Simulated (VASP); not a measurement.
Runs of VASP 6.6.1 on Hf. The structure is that of space group Fm-3m (No. 225), or close to it. The cells are those of the table. This isn't the form of Hf at room conditions, which is hcp.

```csv
task,cell,cutoff (eV),gap on the mesh (eV),pressure (GPa)
electric field gradients,"a = 3.150 Å, angles 60.0°, 1 atom",400,none,1.6
single point,"a = 3.181 Å, angles 60.0°, 1 atom",500,none,(b)
electric field gradients,"a = 3.201 Å, angles 60.0°, 1 atom",400,none,-3.3
electric field gradients,"a = 3.140 Å, angles 60.0°, 1 atom",400,none,2.8
electric field gradients,"a = 3.118 Å, angles 60.0°, 1 atom",400,none,5.2
electric field gradients,"a = 3.129 Å, angles 60.0°, 1 atom",400,none,(a)
single point,"a = 3.160 Å, angles 60.0°, 1 atom",500,none,0.6
single point,"a = 3.097 Å, angles 60.0°, 1 atom",500,none,(c)
```

Alike in all rows: level PBE; potentials or basis VASP PAW PBE potentials, release 64 (Hf_pv); no spin polarisation; k mesh 13 × 13 × 13; smearing fermi-dirac 0.03 eV.

Task: Estimate the missing entries.

Result: (a) 3.9; (b) -1.4; (c) 7.9.

Caveats: spin-orbit coupling is left out, which moves the levels of the heavy elements; the cell stands under pressure (at least some runs); the cell stands under tension (at least some runs).

A k mesh can miss the band edges, and the runs leave out spin-orbit coupling on Hf.

A gap of «none» marks levels without a gap at the run's occupations.
